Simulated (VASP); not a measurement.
# CoO (R-3m) in VASP: notebook, part 2 of 2

VASP 6.6.1. Earlier steps stand in the parts before.

## 4. Single point, PBEsol+U, collinear spin, ferromagnetic start

Input file INCAR:

```
SYSTEM = CoO
ALGO     = Normal         ! electronic algorithm
EDIFF    = 1E-6           ! SCF threshold, eV
ENCUT    = 520            ! plane-wave cutoff, eV
GGA      = PS             ! functional
ISIF     = 2              ! what is computed and relaxed
ISMEAR   = -1             ! smearing method
ISPIN    = 2              ! spin polarisation
LASPH    = .TRUE.         ! aspherical terms in the spheres
LCHARG   = .FALSE.        ! write CHGCAR
LDAU     = .TRUE.         ! DFT+U
LDAUJ    = 0 0          
LDAUL    = 2 -1           ! shell
LDAUPRINT= 1            
LDAUTYPE = 2            
LDAUU    = 4 0            ! U, eV
LMAXMIX  = 4              ! l up to which the mixer works
LORBIT   = 11             ! projections on sites
LREAL    = .FALSE.        ! projectors in reciprocal space
LWAVE    = .FALSE.        ! write WAVECAR
MAGMOM   = 2 0            ! initial moments
NBANDS   = 18             ! bands
NELM     = 150            ! most SCF steps
PREC     = Accurate       ! precision mode
SIGMA    = 0.05           ! smearing width, eV
```

Input file KPOINTS:

```
k-points
0
G
  11 11 11
  0 0 0
```

Input file POSCAR:

```
CoO
1.0
    1.5054695445      0.8691832468      2.4399269062
   -1.5054695445      0.8691832468      2.4399269062
    0.0000000000     -1.7383664936      2.4399269062
Co O
1 1
Direct
    0.0000000000      0.0000000000      0.0000000000
    0.5000000000      0.5000000000      0.5000000000
```

Potentials or basis: VASP PAW PBE potentials, release 64 (Co, O).

Launch:

```
$ cat potpaw_PBE.64/Co/POTCAR potpaw_PBE.64/O/POTCAR > POTCAR
$ mpirun -np 1 vasp_std > vasp.out
```

OUTCAR:

```text
SYSTEM = CoO
   EDIFF = 1E-6
   ENCUT = 520
   GGA = PS
   ISIF = 2
   ISMEAR = -1
   ISPIN = 2
   LASPH = .TRUE.
   LORBIT = 11
   LREAL = .FALSE.
   NELM = 150
   PREC = Accurate

 ion  position               nearest neighbor table
   1  0.000  0.000  0.000-   2 2.12   2 2.12   2 2.12   2 2.12   2 2.12   2 2.12
   2  0.500  0.500  0.500-   1 2.12   1 2.12   1 2.12   1 2.12   1 2.12   1 2.12

  LATTYP: Found a trigonal (rhomboedric) cell.
 ALAT       =     2.9958573687
 COS(alpha) =     0.4949531368

  Lattice vectors:

 A1 = (   1.5054695445,   0.8691832468,   2.4399269062)
 A2 = (  -1.5054695445,   0.8691832468,   2.4399269062)
 A3 = (   0.0000000000,  -1.7383664936,   2.4399269062)

Analysis of symmetry for initial positions (statically):
=====================================================================
 Subroutine PRICEL returns:
 Original cell was already a primitive cell.

 Routine SETGRP: Setting up the symmetry group for a
 trigonal (rhombohedral) supercell.

 Subroutine GETGRP returns: Found 12 space group operations
 (whereof 12 operations were pure point group operations)
 out of a pool of 12 trial point group operations.

The static configuration has the point symmetry D_3d.

Analysis of symmetry for dynamics (positions and initial velocities):
=====================================================================
 Subroutine PRICEL returns:
 Original cell was already a primitive cell.

 Routine SETGRP: Setting up the symmetry group for a
 trigonal (rhombohedral) supercell.

 Subroutine GETGRP returns: Found 12 space group operations
 (whereof 12 operations were pure point group operations)
 out of a pool of 12 trial point group operations.

The dynamic configuration has the point symmetry D_3d.

Analysis of structural, dynamic, and magnetic symmetry:
[... 181 lines left out ...]
  o =  0.9707  v =  0.0000  0.5795  0.0000 -0.0000  0.8150  0.0000  0.0000  0.0000  0.0000  0.0000      0.0000  0.0000  0.0000  0.0000  0.0000  0.0000  0.0000  0.0000  0.0000  0.0000
  o =  1.0163  v =  0.5795 -0.0000  0.0000 -0.8150 -0.0000  0.0000  0.0000  0.0000  0.0000  0.0000      0.0000  0.0000  0.0000  0.0000  0.0000  0.0000  0.0000  0.0000  0.0000  0.0000
  o =  1.0163  v =  0.0000  0.8150 -0.0000  0.0000 -0.5795  0.0000  0.0000  0.0000  0.0000  0.0000      0.0000  0.0000  0.0000  0.0000  0.0000  0.0000  0.0000  0.0000  0.0000  0.0000

 number of electron      15.0000005 magnetization       3.0000079

 Free energy of the ion-electron system (eV)
  ---------------------------------------------------
  ext. energy  EPLUGINS =         0.00000000
  ---------------------------------------------------
  free energy    TOTEN  =       -12.06903449 eV

  energy without entropy =      -12.05651673  energy(sigma->0) =      -12.06277561

 E-fermi :   7.7035     XC(G=0): -12.6829

 val. band max:        7.6995205405   @ k =  -0.2727   0.2727   0.1818
 cond. band min:       7.7055442627   @ k =  -0.3636   0.3636   0.2727
 fundamental gap:      0.0060237222
 Fermi energy:         7.7034698791

 spin component 1

 k-point     1 :       0.0000    0.0000    0.0000
  band No.  band energies     occupation
      1     -12.1516      1.00000
      2       2.4185      1.00000
      3       2.4185      1.00000
      4       2.6305      1.00000
      5       2.6305      1.00000
      6       3.3304      1.00000
[... 1001 lines left out ...]
     17      36.3982      0.00000
     18      38.3646      0.00000

 [... further k-points ...]
[... 5 lines left out ...]
  --------------------------------------------------------------------------------------
  -------------------------------------------------------------------------------------
  Total       -0.8739516     -0.8739516     -1.0073907      0.0000000     -0.0000000      0.0000000
  in kB      -73.0948129    -73.0948129    -84.2552777      0.0000000     -0.0000000      0.0000000
  external PRESSURE =     -76.8149678 kB  Pullay stress =       0.0000000 kB

 VOLUME and BASIS-vectors are now :
 -----------------------------------------------------------------------------
  energy-cutoff  :      520.00
  volume of cell :       19.16
      direct lattice vectors                 reciprocal lattice vectors
     1.505469544  0.869183247  2.439926906     0.332122295  0.191750896  0.136616114
    -1.505469544  0.869183247  2.439926906    -0.332122295  0.191750896  0.136616114
     0.000000000 -1.738366494  2.439926906     0.000000000 -0.383501793  0.136616114

 POSITION                                       TOTAL-FORCE (eV/Angst)
 -----------------------------------------------------------------------------------
      0.00000      0.00000      0.00000         0.000000      0.000000      0.000000
      0.00000      0.00000      3.65989         0.000000     -0.000000     -0.000000
 -----------------------------------------------------------------------------------
    total drift:                               -0.000000      0.000000     -0.000000

  FREE ENERGIE OF THE ION-ELECTRON SYSTEM (eV)
  ---------------------------------------------------
  free  energy   TOTEN  =       -12.0690344904 eV

  energy  without entropy=      -12.0565167309  energy(sigma->0) =      -12.06277561

 total charge

# of ion       s       p       d       tot
------------------------------------------
    1        0.305   0.376   7.151   7.831
    2        1.547   3.433   0.000   4.979
--------------------------------------------------
tot          1.851   3.808   7.151  12.811

 magnetization (x)

# of ion       s       p       d       tot
------------------------------------------
    1        0.020   0.017   2.706   2.743
    2        0.022   0.220   0.000   0.243
--------------------------------------------------
tot          0.042   0.238   2.706   2.986
```

Run time: 1.8 min. Hardware: 1 thread of Intel Xeon 8259CL, shared host; peak memory 0.21 GiB.

Results:

- Free energy: -12.0690 eV
- Pressure: -7.7 GPa
- Band gap on the k mesh: zero (filled and empty bands overlap)
- Net moment: 3.00 μB per cell
- Site moments: Co +2.74; O +0.24 μB
- Valence electrons inside the program's atomic spheres: Co 7.83; O 4.98

Levels at points of the mesh, in eV from the Fermi level:
Spin up:
| k point | band 6 | band 7 | band 8 | band 9 | band 10 | band 11 | band 12 | band 13 |
| --- | --- | --- | --- | --- | --- | --- | --- | --- |
| (0.00, 0.00, 0.00) | -4.37 | -2.79 | -2.79 | -2.72 | 1.20 | 16.87 | 16.93 | 16.93 |
Spin down:
```tsv
k point	band 3	band 4	band 5	band 6	band 7	band 8	band 9	band 10
(0.00, 0.00, 0.00)	-2.30	-2.30	-2.25	-0.93	-0.93	1.56	1.56	1.75
```

Eigenvalues of the final occupation matrices:
| site | spin | trace | eigenvalues |
| --- | --- | --- | --- |
| site 1 d | 1 | 4.94 | 0.97 0.97 0.97 1.02 1.02 |
| site 1 d | 2 | 2.23 | 0.13 0.13 0.51 0.51 0.96 |

Caveat: the cell stands under tension; the PAW data sets were made with another functional, which shifts forces and pressure a little; a cell with one magnetic atom can't hold antiferromagnetic order, which such compounds often take.

## 5. Single point, PBEsol+U, collinear spin, ferromagnetic start

Input file INCAR:

```
PREC = Accurate
ENCUT = 520
EDIFF = 1E-7
ISMEAR = -1
SIGMA = 0.05
LREAL = False
LASPH = True
NELM = 150
ALGO = Normal
ISIF = 2
LWAVE = False
LCHARG = True
ISPIN = 2
MAGMOM = 2 0
LORBIT = 11
LMAXMIX = 4
LDAU = True
LDAUTYPE = 2
LDAUL = 2 -1
LDAUU = 5 0
LDAUJ = 0 0
LDAUPRINT = 1
GGA = PS
LELF = True
LVHAR = True
NBANDS = 18
```

Input file KPOINTS:

```
Automatic mesh
0
Gamma
  11 11 11
```

POSCAR is that of step 4.

Potentials or basis: VASP PAW PBE potentials, release 64 (Co, O).

Launch:

```
$ cat potpaw_PBE.64/Co/POTCAR potpaw_PBE.64/O/POTCAR > POTCAR
$ mpirun -np 1 vasp_std > vasp.out
```

OUTCAR:

```text
PREC = Accurate
   ENCUT = 520
   EDIFF = 1E-7
   ISMEAR = -1
   LREAL = False
   LASPH = True
   NELM = 150
   ISIF = 2
   ISPIN = 2
   LORBIT = 11
   GGA = PS

 ion  position               nearest neighbor table
   1  0.000  0.000  0.000-   2 2.12   2 2.12   2 2.12   2 2.12   2 2.12   2 2.12
   2  0.500  0.500  0.500-   1 2.12   1 2.12   1 2.12   1 2.12   1 2.12   1 2.12

  LATTYP: Found a trigonal (rhomboedric) cell.
 ALAT       =     2.9958573687
 COS(alpha) =     0.4949531368

  Lattice vectors:

 A1 = (   1.5054695445,   0.8691832468,   2.4399269062)
 A2 = (  -1.5054695445,   0.8691832468,   2.4399269062)
 A3 = (   0.0000000000,  -1.7383664936,   2.4399269062)

Analysis of symmetry for initial positions (statically):
=====================================================================
 Subroutine PRICEL returns:
 Original cell was already a primitive cell.

 Routine SETGRP: Setting up the symmetry group for a
 trigonal (rhombohedral) supercell.

 Subroutine GETGRP returns: Found 12 space group operations
 (whereof 12 operations were pure point group operations)
 out of a pool of 12 trial point group operations.

The static configuration has the point symmetry D_3d.

Analysis of symmetry for dynamics (positions and initial velocities):
=====================================================================
 Subroutine PRICEL returns:
 Original cell was already a primitive cell.

 Routine SETGRP: Setting up the symmetry group for a
 trigonal (rhombohedral) supercell.

 Subroutine GETGRP returns: Found 12 space group operations
 (whereof 12 operations were pure point group operations)
 out of a pool of 12 trial point group operations.

The dynamic configuration has the point symmetry D_3d.

Analysis of structural, dynamic, and magnetic symmetry:
=====================================================================
 Subroutine PRICEL returns:
 Original cell was already a primitive cell.

 Routine SETGRP: Setting up the symmetry group for a
 trigonal (rhombohedral) supercell.

 Subroutine GETGRP returns: Found 12 space group operations
 (whereof 12 operations were pure point group operations)
 out of a pool of 12 trial point group operations.

The overall configuration has the point symmetry D_3d.

 Subroutine INISYM returns: Found 12 space group operations
 (whereof 12 operations are pure point group operations),
 and found     1 'primitive' translations

----------------------------------------------------------------------------------------

                                     Primitive cell

  volume of cell :      19.1563

  direct lattice vectors                    reciprocal lattice vectors
     1.505469544  0.869183247  2.439926906     0.332122295  0.191750896  0.136616114
    -1.505469544  0.869183247  2.439926906    -0.332122295  0.191750896  0.136616114
     0.000000000 -1.738366494  2.439926906     0.000000000 -0.383501793  0.136616114

  length of vectors
[... 106 lines left out ...]
   LORBIT       =     11    0 simple, 1 ext, 2 COOP (PROOUT), +10 PAW based schemes
 LDA+U is selected, type is set to LDAUTYPE =  2
   angular momentum for each species LDAUL =     2   -1
   U (eV)           for each species LDAUU =   5.0  0.0
   J (eV)           for each species LDAUJ =   0.0  0.0
   GGA     = PS    functional components
   LHFCALC =     F    Hartree Fock is set to
   AEXX    =    0.0000 exact exchange contribution
   IVDW    =     0    specifies the selected vdW correction
   LEPSILON=     F    determine dielectric tensor
   LRPA    =     F    only Hartree local field effects (RPA)
 spin polarized calculation
  energy-cutoff  :      520.00
  volume of cell :       19.16
 maximum number of plane-waves:       532
   NGX = 11   NGY = 11   NGZ = 11

atom =   1  type =  1  l = 2

 onsite density matrix

spin component  1

  0.9897  0.0000  0.0000 -0.0224  0.0000
  0.0000  1.0053 -0.0000  0.0000 -0.0224
  0.0000 -0.0000  0.9719  0.0000  0.0000
 -0.0224  0.0000  0.0000  1.0053  0.0000
  0.0000 -0.0224  0.0000  0.0000  0.9897

spin component  2

  0.4701 -0.0000 -0.0000  0.1239 -0.0000
 -0.0000  0.1579  0.0000  0.0000  0.1239
 -0.0000  0.0000  0.9661 -0.0000  0.0000
  0.1239  0.0000 -0.0000  0.1579 -0.0000
 -0.0000  0.1239  0.0000 -0.0000  0.4701

 occupancies and eigenvectors

  o =  0.1147  v =  0.0000  0.0000  0.0000  0.0000  0.0000  0.3293  0.0000  0.0000 -0.9442 -0.0000      0.0000  0.0000  0.0000  0.0000  0.0000  0.0000  0.0000  0.0000  0.0000  0.0000
  o =  0.1147  v =  0.0000  0.0000  0.0000  0.0000  0.0000 -0.0000  0.9442  0.0000  0.0000 -0.3293      0.0000  0.0000  0.0000  0.0000  0.0000  0.0000  0.0000  0.0000  0.0000  0.0000
  o =  0.5134  v =  0.0000  0.0000  0.0000  0.0000  0.0000  0.9442  0.0000 -0.0000  0.3293  0.0000      0.0000  0.0000  0.0000  0.0000  0.0000  0.0000  0.0000  0.0000  0.0000  0.0000
  o =  0.5134  v =  0.0000  0.0000  0.0000  0.0000  0.0000  0.0000 -0.3293  0.0000  0.0000 -0.9442      0.0000  0.0000  0.0000  0.0000  0.0000  0.0000  0.0000  0.0000  0.0000  0.0000
  o =  0.9661  v =  0.0000  0.0000  0.0000  0.0000  0.0000  0.0000 -0.0000 -1.0000 -0.0000 -0.0000      0.0000  0.0000  0.0000  0.0000  0.0000  0.0000  0.0000  0.0000  0.0000  0.0000
  o =  0.9719  v =  0.0000  0.0000 -1.0000 -0.0000  0.0000  0.0000  0.0000  0.0000  0.0000  0.0000      0.0000  0.0000  0.0000  0.0000  0.0000  0.0000  0.0000  0.0000  0.0000  0.0000
  o =  0.9739  v = -0.8153  0.0000  0.0000 -0.5790  0.0000  0.0000  0.0000  0.0000  0.0000  0.0000      0.0000  0.0000  0.0000  0.0000  0.0000  0.0000  0.0000  0.0000  0.0000  0.0000
  o =  0.9739  v =  0.0000  0.5790  0.0000  0.0000  0.8153  0.0000  0.0000  0.0000  0.0000  0.0000      0.0000  0.0000  0.0000  0.0000  0.0000  0.0000  0.0000  0.0000  0.0000  0.0000
  o =  1.0212  v = -0.5790 -0.0000 -0.0000  0.8153 -0.0000  0.0000  0.0000  0.0000  0.0000  0.0000      0.0000  0.0000  0.0000  0.0000  0.0000  0.0000  0.0000  0.0000  0.0000  0.0000
  o =  1.0212  v =  0.0000 -0.8153  0.0000  0.0000  0.5790  0.0000  0.0000  0.0000  0.0000  0.0000      0.0000  0.0000  0.0000  0.0000  0.0000  0.0000  0.0000  0.0000  0.0000  0.0000

 number of electron      15.0000005 magnetization       2.9999823

 Free energy of the ion-electron system (eV)
  ---------------------------------------------------
  ext. energy  EPLUGINS =         0.00000000
  ---------------------------------------------------
  free energy    TOTEN  =       -11.67295786 eV

  energy without entropy =      -11.66088046  energy(sigma->0) =      -11.66691916

 E-fermi :   7.6826     XC(G=0): -12.6782

 val. band max:        7.6811293566   @ k =  -0.3636   0.0909   0.0909
 cond. band min:       7.6866734082   @ k =  -0.1818   0.1818   0.0909
 fundamental gap:      0.0055440516
 Fermi energy:         7.6826078527

 spin component 1

 k-point     1 :       0.0000    0.0000    0.0000
  band No.  band energies     occupation
      1     -12.1196      1.00000
      2       1.8508      1.00000
      3       1.8508      1.00000
      4       2.1469      1.00000
      5       2.1469      1.00000
      6       2.8306      1.00000
[... 1001 lines left out ...]
     17      36.4397      0.00000
     18      38.4700      0.00000

 [... further k-points ...]
[... 5 lines left out ...]
  --------------------------------------------------------------------------------------
  -------------------------------------------------------------------------------------
  Total       -0.9136323     -0.9136323     -1.0318842      0.0000000     -0.0000000      0.0000000
  in kB      -76.4135966    -76.4135966    -86.3038499      0.0000000     -0.0000000      0.0000000
  external PRESSURE =     -79.7103477 kB  Pullay stress =       0.0000000 kB

 VOLUME and BASIS-vectors are now :
 -----------------------------------------------------------------------------
  energy-cutoff  :      520.00
  volume of cell :       19.16
      direct lattice vectors                 reciprocal lattice vectors
     1.505469544  0.869183247  2.439926906     0.332122295  0.191750896  0.136616114
    -1.505469544  0.869183247  2.439926906    -0.332122295  0.191750896  0.136616114
     0.000000000 -1.738366494  2.439926906     0.000000000 -0.383501793  0.136616114

 POSITION                                       TOTAL-FORCE (eV/Angst)
 -----------------------------------------------------------------------------------
      0.00000      0.00000      0.00000         0.000000      0.000000      0.000000
      0.00000      0.00000      3.65989         0.000000     -0.000000      0.000000
 -----------------------------------------------------------------------------------
    total drift:                               -0.000000      0.000000     -0.000000

  FREE ENERGIE OF THE ION-ELECTRON SYSTEM (eV)
  ---------------------------------------------------
  free  energy   TOTEN  =       -11.6729578627 eV

  energy  without entropy=      -11.6608804625  energy(sigma->0) =      -11.66691916

 total charge

# of ion       s       p       d       tot
------------------------------------------
    1        0.305   0.377   7.158   7.840
    2        1.546   3.436   0.000   4.982
--------------------------------------------------
tot          1.852   3.813   7.158  12.823

 magnetization (x)

# of ion       s       p       d       tot
------------------------------------------
    1        0.020   0.017   2.737   2.774
    2        0.020   0.204   0.000   0.224
--------------------------------------------------
tot          0.040   0.221   2.737   2.998
```

Wall time 1.9 min (1 thread of Intel Xeon 8259CL, shared host); peak memory 0.21 GiB.

What came out:

```yaml
Free_energy: -11.6730 eV
Pressure: -8.0 GPa
Band_gap_on_the_k_mesh: zero (filled and empty bands overlap)
Net_moment: 3.00 μB per cell
Site_moments: Co +2.77; O +0.22 μB
Valence_electrons_inside_the_program's_atomic_spheres: Co 7.84; O 4.98
```

Stress tensor (GPa, compression positive):
```
-7.64  0.00  0.00
 0.00 -7.64  0.00
 0.00  0.00 -8.63
```

Eigenvalues of the final occupation matrices:
```csv
site,spin,trace,eigenvalues
site 1 d,1,4.96,0.97 0.97 0.97 1.02 1.02
site 1 d,2,2.22,0.11 0.11 0.51 0.51 0.97
```

Caveat: the cell stands under tension; the PAW data sets were made with another functional, which shifts forces and pressure a little; a cell with one magnetic atom can't hold antiferromagnetic order, which such compounds often take.

## 6. The runs side by side

| U | gap on the mesh (eV) | pressure (GPa) | moment (μB) |
| --- | --- | --- | --- |
| Co d U = 2.0 eV | none | -9.1 | 3.00 |
| Co d U = 3.0 eV | none | -7.5 | 3.00 |
| Co d U = 4.0 eV | none | -7.7 | 3.00 |
| Co d U = 5.0 eV | none | -8.0 | 3.00 |

Alike in all rows: task single point; level PBEsol+U; potentials or basis VASP PAW PBE potentials, release 64 (Co, O); spin collinear, ferromagnetic start; cell as given; k mesh 11 × 11 × 11; cutoff (eV) 520; smearing fermi-dirac 0.05 eV.

Caveats: the cell stands under tension; the PAW data sets were made with another functional, which shifts forces and pressure a little; a cell with one magnetic atom can't hold antiferromagnetic order, which such compounds often take.

Absolute energies hang on the potentials; compare differences alone.
